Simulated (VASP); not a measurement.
# KMgF3 (cubic perovskite) (Pm-3m) in VASP: a series of runs

Runs on KMgF3 (cubic perovskite). Level: r2SCAN. Tasks: single point.

Everything below comes from runs of VASP 6.6.1. Logs are shortened: lines on timing, memory, paths and dates and some standing lists are left out, and cuts for length are marked.

**1. The cell of the first run**

It takes space group Pm-3m (No. 221, cubic). The conventional cell has a = 3.853 Å, b = 3.853 Å, c = 3.853 Å, α = 90.00°, β = 90.00°, γ = 90.00°. K (site symmetry m-3m) has 12 F at 2.72 Å and 8 Mg at 3.34 Å within 3.6 Å. Within 2.6 Å of Mg (site symmetry m-3m) lie 6 F at 1.93 Å. Within 2.6 Å of F (site symmetry 4/mmm) lie 2 Mg at 1.93 Å.

**2. Single point, r2SCAN (volume scaled by 0.89)**

The input, POSCAR:

```
KMgF3
1.0
    3.8533720875      0.0000000000      0.0000000000
    0.0000000000      3.8533720875      0.0000000000
    0.0000000000      0.0000000000      3.8533720875
K Mg F
1 1 3
Direct
    0.5000000000      0.5000000000      0.5000000000
    0.0000000000      0.0000000000      0.0000000000
    0.5000000000      0.0000000000      0.0000000000
    0.0000000000      0.5000000000      0.0000000000
    0.0000000000      0.0000000000      0.5000000000
```

The input, INCAR.step1:

```
ALGO = Normal
EDIFF = 1E-4
ENCUT = 520
GGA = PE
ISMEAR = 0
LASPH = True
LCHARG = False
LREAL = False
LWAVE = True
NBANDS = 24
NELM = 100
PREC = Accurate
SIGMA = 0.01
```

The input, INCAR.step2:

```
ALGO = Normal
EDIFF = 1E-6
ENCUT = 520
ISIF = 2
ISMEAR = 0
ISTART = 1
LASPH = True
LCHARG = True
LELF = True
LMIXTAU = True
LREAL = False
LVHAR = True
LWAVE = False
METAGGA = R2SCAN
NBANDS = 24
NELM = 100
PREC = Accurate
SIGMA = 0.01
```

The input, KPOINTS:

```
k-points
0
Gamma
  6 6 6
```

Potentials or basis: VASP PAW PBE potentials, release 64 (K_sv, Mg, F).

On the command line:

```
cat potpaw_PBE.64/K_sv/POTCAR potpaw_PBE.64/Mg/POTCAR potpaw_PBE.64/F/POTCAR > POTCAR
cp INCAR.step1 INCAR
mpirun -np 1 vasp_std > vasp.out
cp INCAR.step2 INCAR
mpirun -np 1 vasp_std > vasp.out
```

OUTCAR:

```text
EDIFF = 1E-6
   ENCUT = 520
   ISIF = 2
   ISMEAR = 0
   ISTART = 1
   LASPH = True
   LREAL = False
   METAGGA = R2SCAN
   NELM = 100
   PREC = Accurate

 ion  position               nearest neighbor table
   1  0.500  0.500  0.500-   3 2.72   4 2.72   5 2.72   3 2.72   4 2.72   3 2.72   5 2.72   3 2.72
                             4 2.72   5 2.72   4 2.72   5 2.72   2 3.34   2 3.34   2 3.34   2 3.34
   2  0.000  0.000  0.000-   3 1.93   4 1.93   5 1.93   5 1.93   4 1.93   3 1.93   1 3.34   1 3.34
                             1 3.34   1 3.34   1 3.34   1 3.34   1 3.34   1 3.34
   3  0.500  0.000  0.000-   2 1.93   2 1.93   1 2.72   1 2.72   1 2.72   1 2.72
   4  0.000  0.500  0.000-   2 1.93   2 1.93   1 2.72   1 2.72   1 2.72   1 2.72
   5  0.000  0.000  0.500-   2 1.93   2 1.93   1 2.72   1 2.72   1 2.72   1 2.72

  LATTYP: Found a simple cubic cell.
 ALAT       =     3.8533720875

  Lattice vectors:

 A1 = (   3.8533720875,   0.0000000000,   0.0000000000)
 A2 = (   0.0000000000,   3.8533720875,   0.0000000000)
 A3 = (   0.0000000000,   0.0000000000,   3.8533720875)

Analysis of symmetry for initial positions (statically):
=====================================================================
 Subroutine PRICEL returns:
 Original cell was already a primitive cell.

 Routine SETGRP: Setting up the symmetry group for a
 simple cubic supercell.

 Subroutine GETGRP returns: Found 48 space group operations
[... 9 lines left out ...]

 Routine SETGRP: Setting up the symmetry group for a
 simple cubic supercell.

 Subroutine GETGRP returns: Found 48 space group operations
[... 11 lines left out ...]
                                     Primitive cell

  volume of cell :      57.2167

  direct lattice vectors                    reciprocal lattice vectors
     3.853372087  0.000000000  0.000000000     0.259512961  0.000000000  0.000000000
     0.000000000  3.853372087  0.000000000     0.000000000  0.259512961  0.000000000
     0.000000000  0.000000000  3.853372087     0.000000000  0.000000000  0.259512961

  length of vectors
     3.853372087  3.853372087  3.853372087     0.259512961  0.259512961  0.259512961

  position of ions in fractional coordinates (direct lattice)
     0.500000000  0.500000000  0.500000000
     0.000000000  0.000000000  0.000000000
     0.500000000  0.000000000  0.000000000
     0.000000000  0.500000000  0.000000000
     0.000000000  0.000000000  0.500000000

  ion indices of the primitive-cell ions
   primitive index   ion index
                 1           1
                 2           2
                 3           3
                 4           4
                 5           5

----------------------------------------------------------------------------------------

 KPOINTS: k-points

Automatic generation of k-mesh.
 Grid dimensions read from file:
 generate k-points for:    6    6    6

 Generating k-lattice:

  Cartesian coordinates                     Fractional coordinates (reciprocal lattice)
     0.043252160  0.000000000  0.000000000     0.166666667  0.000000000  0.000000000
     0.000000000  0.043252160  0.000000000     0.000000000  0.166666667  0.000000000
     0.000000000  0.000000000  0.043252160     0.000000000  0.000000000  0.166666667

  Length of vectors
     0.043252160  0.043252160  0.043252160

  Shift w.r.t. Gamma in fractional coordinates (k-lattice)
     0.000000000  0.000000000  0.000000000

 Subroutine IBZKPT returns following result:
 ===========================================

 Found     20 irreducible k-points:

 Following reciprocal coordinates:
            Coordinates               Weight
  0.000000  0.000000  0.000000      1.000000
  0.166667  0.000000  0.000000      6.000000
  0.333333  0.000000  0.000000      6.000000
  0.500000  0.000000  0.000000      3.000000
  0.166667  0.166667  0.000000     12.000000
  0.333333  0.166667  0.000000     24.000000
[... 12 lines left out ...]
  0.500000  0.500000  0.333333      6.000000
  0.500000  0.500000  0.500000      1.000000
   k-points           NKPTS =     20   k-points in BZ     NKDIM =     20   number of bands    NBANDS=     24
   number of dos      NEDOS =    301   number of ions     NIONS =      5
   total plane-waves  NPLWV =  27000
   dimension x,y,z NGX =    30 NGY =   30 NGZ =   30
   dimension x,y,z NGXF=    60 NGYF=   60 NGZF=   60
   ions per type =               1   1   3
   NGX,Y,Z   is equivalent  to a cutoff of  12.94, 12.94, 12.94 a.u.
   NGXF,Y,Z  is equivalent  to a cutoff of  25.89, 25.89, 25.89 a.u.
 SYSTEM =  unknown system
   PREC   = accura    normal or accurate (medium, high low for compatibility)
   ISTART =      1    job   : 0-new  1-cont  2-samecut
   ICHARG =      0    charge: 1-file 2-atom 10-const
   ISPIN  =      1    spin polarized calculation?
   LNONCOLLINEAR =      F non collinear calculations
   LSORBIT =      F    spin-orbit coupling
   LASPH  =      T    aspherical Exc in radial PAW
   ENCUT  =  520.0 eV  38.22 Ry    6.18 a.u.   7.16  7.16  7.16*2*pi/ulx,y,z
   NELM   =    100;   NELMIN=  2; NELMDL=  0     # of ELM steps
   EDIFF  = 0.1E-05   stopping-criterion for ELM
   LREAL  =      F    real-space projection
   EDIFFG = 0.1E-04   stopping-criterion for IOM
   NSW    =      0    number of steps for IOM
   IBRION =     -1    ionic relax: 0-MD 1-quasi-New 2-CG
   NFREE  =      0    steps in history (QN), initial steepest desc. (CG)
   ISIF   =      2    stress and relaxation
   ISYM   =      2    0-nonsym 1-usesym 2-fastsym
   POTIM  = 0.5000    time-step for ionic-motion
   TEBEG  =    0.0;   TEEND  =   0.0 temperature during run
   PSTRESS=    0.0 pullay stress
   NELECT =      32.0000    total number of electrons
   NUPDOWN=      -1.0000    fix difference up-down
   EMIN   =  10.00;   EMAX   =-10.00  energy-range for DOS
   EFERMI =   0.00;   METHOD = LEGACY
   ISMEAR =     0;   SIGMA  =   0.01  broadening in eV -4-tet -1-fermi 0-gaus
   EFERMI_NEDOS =   21; number of points for ismear=-14 and -15
   IALGO  =     38    algorithm
   IMIX   =      4    mixing-type and parameters
     AMIX     =   0.40;   BMIX     =  1.00
     AMIX_MAG =   1.60;   BMIX_MAG =  1.00
  volume/ion in A,a.u.               =      11.44        77.22
  Fermi-wavevector in a.u.,A,eV,Ry     =   1.348809  2.548880 24.752895  1.819286
  Thomas-Fermi vector in A             =   2.476448
   LORBIT       =      0    0 simple, 1 ext, 2 COOP (PROOUT), +10 PAW based schemes
   METAGGA = R2SCAN    functional components
   LHFCALC =     F    Hartree Fock is set to
   AEXX    =    0.0000 exact exchange contribution
   IVDW    =     0    specifies the selected vdW correction
   LEPSILON=     F    determine dielectric tensor
   LRPA    =     F    only Hartree local field effects (RPA)
 non-spin polarized calculation
 Gauss-broadening in eV      SIGMA  =   0.01
  energy-cutoff  :      520.00
  volume of cell :       57.22
 maximum number of plane-waves:      1568
 NGX is ok and might be reduce to    30
   NGX = 15   NGY = 15   NGZ = 15

 number of electron      32.0000037 magnetization

 Free energy of the ion-electron system (eV)
  ---------------------------------------------------
  ext. energy  EPLUGINS =         0.00000000
  ---------------------------------------------------
  free energy    TOTEN  =       -37.26583074 eV

  energy without entropy =      -37.26583074  energy(sigma->0) =      -37.26583074

 E-fermi :  -1.5202     XC(G=0): -10.7601

 val. band max:       -1.6750184764   @ k =   0.5000   0.5000   0.5000
 cond. band min:       7.4272027778   @ k =   0.0000   0.0000   0.0000
 fundamental gap:      9.1022212542
 Fermi energy:        -1.5201701224

 k-point     1 :       0.0000    0.0000    0.0000
  band No.  band energies     occupation
      1     -28.0909      2.00000
      2     -23.1944      2.00000
      3     -22.4306      2.00000
      4     -22.4306      2.00000
      5     -10.8311      2.00000
      6     -10.8311      2.00000
[... 16 lines left out ...]
     23      14.8435      0.00000
     24      17.8858      0.00000

 k-point     2 :       0.1667    0.0000    0.0000
  band No.  band energies     occupation
      1     -28.0776      2.00000
      2     -23.1636      2.00000
      3     -22.4747      2.00000
      4     -22.4276      2.00000
      5     -10.8172      2.00000
      6     -10.8098      2.00000
[... 16 lines left out ...]
     23      14.8328      0.00000
     24      17.6780      0.00000

 k-point     3 :       0.3333    0.0000    0.0000
  band No.  band energies     occupation
      1     -28.0508      2.00000
      2     -23.0918      2.00000
      3     -22.5753      2.00000
      4     -22.4224      2.00000
      5     -10.7897      2.00000
      6     -10.7665      2.00000
[... 16 lines left out ...]
     23      14.5463      0.00000
     24      17.0012      0.00000

 k-point     4 :       0.5000    0.0000    0.0000
  band No.  band energies     occupation
      1     -28.0373      2.00000
      2     -23.0452      2.00000
      3     -22.6361      2.00000
      4     -22.4200      2.00000
      5     -10.7761      2.00000
      6     -10.7445      2.00000
[... 16 lines left out ...]
     23      14.5105      0.00000
     24      15.9680      0.00000

 k-point     5 :       0.1667    0.1667    0.0000
  band No.  band energies     occupation
      1     -28.0655      2.00000
      2     -23.1305      2.00000
      3     -22.4930      2.00000
      4     -22.4491      2.00000
      5     -10.8484      2.00000
      6     -10.7894      2.00000
[... 16 lines left out ...]
     23      14.8569      0.00000
     24      17.0024      0.00000

 k-point     6 :       0.3333    0.1667    0.0000
  band No.  band energies     occupation
      1     -28.0410      2.00000
      2     -23.0497      2.00000
      3     -22.5830      2.00000
      4     -22.4534      2.00000
      5     -10.8427      2.00000
      6     -10.7639      2.00000
[... 16 lines left out ...]
     23      14.6577      0.00000
     24      16.3588      0.00000
[... 271 lines left out ...]
 k-point    17 :       0.3333    0.3333    0.3333
  band No.  band energies     occupation
      1     -27.9998      2.00000
      2     -22.8239      2.00000
      3     -22.5969      2.00000
      4     -22.5969      2.00000
      5     -10.9789      2.00000
      6     -10.9789      2.00000
[... 16 lines left out ...]
     23      15.5487      0.00000
     24      16.4003      0.00000

 k-point    18 :       0.5000    0.3333    0.3333
  band No.  band energies     occupation
      1     -27.9927      2.00000
      2     -22.7502      2.00000
      3     -22.6561      2.00000
      4     -22.5911      2.00000
      5     -11.0086      2.00000
      6     -11.0081      2.00000
[... 16 lines left out ...]
     23      14.7771      0.00000
     24      16.3257      0.00000

 k-point    19 :       0.5000    0.5000    0.3333
  band No.  band energies     occupation
      1     -27.9866      2.00000
      2     -22.6649      2.00000
      3     -22.6537      2.00000
      4     -22.6537      2.00000
      5     -11.0501      2.00000
      6     -11.0501      2.00000
[... 16 lines left out ...]
     23      15.2169      0.00000
     24      15.2169      0.00000

 k-point    20 :       0.5000    0.5000    0.5000
  band No.  band energies     occupation
      1     -27.9813      2.00000
      2     -22.6468      2.00000
      3     -22.6468      2.00000
      4     -22.6468      2.00000
      5     -11.0940      2.00000
      6     -11.0940      2.00000
[... 16 lines left out ...]
     23      15.6756      0.00000
     24      15.6756      0.00000

------------------------ aborting loop because EDIFF is reached ----------------------------------------

  FORCE on cell =-STRESS in cart. coord.  units (eV):
  Direction    XX          YY          ZZ          XY          YZ          ZX
  --------------------------------------------------------------------------------------
  -------------------------------------------------------------------------------------
  Total        3.1786460      3.1786460      3.1786460      0.0000000     -0.0000000     -0.0000000
  in kB       89.0081762     89.0081762     89.0081762      0.0000000     -0.0000000     -0.0000000
  external PRESSURE =      89.0081762 kB  Pullay stress =       0.0000000 kB

 VOLUME and BASIS-vectors are now :
 -----------------------------------------------------------------------------
  energy-cutoff  :      520.00
  volume of cell :       57.22
      direct lattice vectors                 reciprocal lattice vectors
     3.853372087  0.000000000  0.000000000     0.259512961  0.000000000  0.000000000
     0.000000000  3.853372087  0.000000000     0.000000000  0.259512961  0.000000000
     0.000000000  0.000000000  3.853372087     0.000000000  0.000000000  0.259512961

 POSITION                                       TOTAL-FORCE (eV/Angst)
 -----------------------------------------------------------------------------------
      1.92669      1.92669      1.92669         0.000000      0.000000      0.000000
      0.00000      0.00000      0.00000         0.000000      0.000000      0.000000
      1.92669      0.00000      0.00000         0.000000      0.000000      0.000000
      0.00000      1.92669      0.00000         0.000000      0.000000      0.000000
      0.00000      0.00000      1.92669         0.000000      0.000000      0.000000
 -----------------------------------------------------------------------------------
    total drift:                                0.000000     -0.000000      0.000000

  FREE ENERGIE OF THE ION-ELECTRON SYSTEM (eV)
  ---------------------------------------------------
  free  energy   TOTEN  =       -37.2658307419 eV

  energy  without entropy=      -37.2658307419  energy(sigma->0) =      -37.26583074
```

It took 1.7 min on 1 thread of Intel Xeon Platinum 8259CL at 2.50GHz (Skylake/Cascade Lake), shared host; peak memory 0.18 GiB.

Results:

| Item | Value |
| --- | --- |
| Free energy | -37.2658 eV |
| Pressure | 8.9 GPa |
| Band gap on the k mesh | 9.10 eV, indirect (least direct gap 9.42 eV) |

Levels at points of the mesh, in eV from the valence-band top:
```csv
k point,band 12,band 13,band 14,band 15,band 16,band 17,band 18,band 19,band 20,band 21
"(0.00, 0.00, 0.00)",-0.74,-0.74,-0.32,-0.32,-0.32,9.10,10.97,10.97,13.42,13.42
"(0.50, 0.00, 0.00)",-1.04,-0.98,-0.98,-0.59,-0.59,11.68,12.17,12.60,14.09,14.28
"(0.50, 0.50, 0.00)",-1.23,-1.23,-0.98,-0.98,-0.03,12.47,13.04,14.25,14.25,14.73
"(0.50, 0.50, 0.50)",-1.22,-1.22,0.00,0.00,0.00,11.79,11.79,11.79,15.46,15.46
```

Caveat: the PAW data sets were made with another functional, which shifts forces and pressure a little. A k mesh can miss the band edges.

**3. Single point, r2SCAN (volume scaled by 0.94)**

POSCAR, as its differences from that of step 2:

```diff
@@ -2,5 +2,5 @@
 1.0
-    3.8533720875      0.0000000000      0.0000000000
-    0.0000000000      3.8533720875      0.0000000000
-    0.0000000000      0.0000000000      3.8533720875
+    3.9242219515      0.0000000000      0.0000000000
+    0.0000000000      3.9242219515      0.0000000000
+    0.0000000000      0.0000000000      3.9242219515
 K Mg F
```

The input, INCAR.step1:

```
SYSTEM = KMgF3
ALGO = Normal
EDIFF = 1E-4
ENCUT = 520
GGA = PE
ISMEAR = 0
LASPH = .TRUE.
LCHARG = .FALSE.
LREAL = .FALSE.
LWAVE = .TRUE.
NBANDS = 24
NELM = 60
PREC = Accurate
SIGMA = 0.01
```

The input, INCAR.step2:

```
SYSTEM = KMgF3
ALGO = Normal
EDIFF = 1E-7
ENCUT = 520
ISIF = 2
ISMEAR = 0
ISTART = 1
LASPH = .TRUE.
LCHARG = .FALSE.
LMIXTAU = .TRUE.
LREAL = .FALSE.
LWAVE = .FALSE.
METAGGA = R2SCAN
NBANDS = 24
NELM = 60
PREC = Accurate
SIGMA = 0.01
```

The input, KPOINTS:

```
k-points
0
G
  6 6 6
  0 0 0
```

Potentials or basis: VASP PAW PBE potentials, release 64 (K_sv, Mg, F).

On the command line:

```
cat potpaw_PBE.64/K_sv/POTCAR potpaw_PBE.64/Mg/POTCAR potpaw_PBE.64/F/POTCAR > POTCAR
cp INCAR.step1 INCAR
mpirun -np 1 vasp_std > vasp.out
cp INCAR.step2 INCAR
mpirun -np 1 vasp_std > vasp.out
```

Run time: 1.8 min. Hardware: 1 thread of Intel Xeon Platinum 8259CL at 2.50GHz (Skylake/Cascade Lake), shared host; peak memory 0.18 GiB.

It converged, with:

```yaml
Free_energy: -37.3906 eV
Pressure: 3.1 GPa
Band_gap_on_the_k_mesh: 8.63 eV, indirect (least direct gap 8.95 eV)
```

Levels at points of the mesh, in eV from the valence-band top:
```
           k point  band 13  band 14  band 15  band 16  band 17  band 18  band 19  band 20
(0.00, 0.00, 0.00)    -0.68    -0.32    -0.32    -0.32     8.63    10.90    10.90    13.29
(0.50, 0.00, 0.00)    -0.92    -0.92    -0.56    -0.56    11.32    11.98    12.03    13.92
(0.50, 0.50, 0.00)    -1.12    -0.93    -0.93    -0.02    12.15    12.78    14.00    14.00
(0.50, 0.50, 0.50)    -1.16     0.00     0.00     0.00    11.56    11.56    11.56    15.22
```

Caveat: the PAW data sets were made with another functional, which shifts forces and pressure a little.
